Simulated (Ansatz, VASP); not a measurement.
# Two plane-wave programs on NaCl

File INCAR:

```
SYSTEM = NaCl
PREC = Accurate ; ENCUT = 500
EDIFF = 1E-6 ; ISMEAR = -1
SIGMA = 0.02 ; LREAL = .FALSE.
LASPH = .TRUE. ; NELM = 120
ALGO = Normal ; ISIF = 2
LWAVE = .FALSE. ; LCHARG = .TRUE.
GGA = PE ; LELF = .TRUE.
LVHAR = .TRUE. ; NBANDS = 14
GGA_COMPAT = .FALSE.
```

The input KPOINTS:

```
Automatic mesh
0
G
  8 8 8
  0 0 0
```

File POSCAR:

```
NaCl
1.0
    0.0000000000      3.0100910318      3.2183092883
    3.0100910318      0.0000000000      3.2183092883
    3.0100910318      3.0100910318      0.0000000000
Na Cl
1 1
Direct
    0.0000000000      0.0000000000      0.0000000000
    0.2500000000      0.2500000000      0.2500000000
```

Input for Ansatz:

```yaml
crystal:
  lattice:
    - [0.0, 3.0100910318, 3.2183092883]
    - [3.0100910318, 0.0, 3.2183092883]
    - [3.0100910318, 3.0100910318, 0.0]
  atoms:
    - { symbol: Na, position: [0.0, 0.0, 0.0] }
    - { symbol: Cl, position: [0.25, 0.25, 0.25] }
kpoints:
  mp_grid: { grid: [8, 8, 8] }
  band_path:
    path:
      - [0.0, 0.0, 0.0]
      - [-0.5, -0.5, 0.0]
      - [-0.375, -0.375, 0.25]
      - [-0.375, 0.0, 0.375]
      - [0.0, 0.0, 0.5]
      - [-0.5, -0.25, 0.25]
    npoints: 1
hamiltonian:
  xc: pbe
scf:
  occupations: { method: fermi_dirac, width: 0.02 }
  n_extra_bands: 4
output:
  forces: true
  stress: true
  eigenvalues: true
```

Change from the starting cell: epitaxial_xy strain -2.5%.

Alike in both runs: task single point; functional PBE; k mesh 8 × 8 × 8; occupations fermi-dirac, width 0.02 eV; no spin polarisation.

|  | VASP | Ansatz |
| --- | --- | --- |
| version | VASP 6.6.1 | Ansatz 0.2.0 |
| potentials or method | VASP PAW PBE potentials, release 64 (Na_pv, Cl) | plane waves, PAW |
| plane-wave cutoff (eV) | 500 | 420 |
| valence electrons in the cell | 14 | 16 |

Ansatz gave:

| Item | Value |
| --- | --- |
| gap on the k mesh at the Fermi level (eV) | 4.93 |
| pressure (GPa) | 0.8 |
| traceless stress, the component that is largest in VASP (GPa) | -0.12 |

Which values does VASP return?

gap on the k mesh at the Fermi level (eV): 4.93; pressure (GPa): 0.8; traceless stress, the component that is largest in VASP (GPa): -0.11.

The functional is the same, so the differences come from potentials, cutoffs and numerics. VASP's potentials hold 14 valence electrons a cell and Ansatz's 16, so a difference there can come from the potentials and not from the codes.
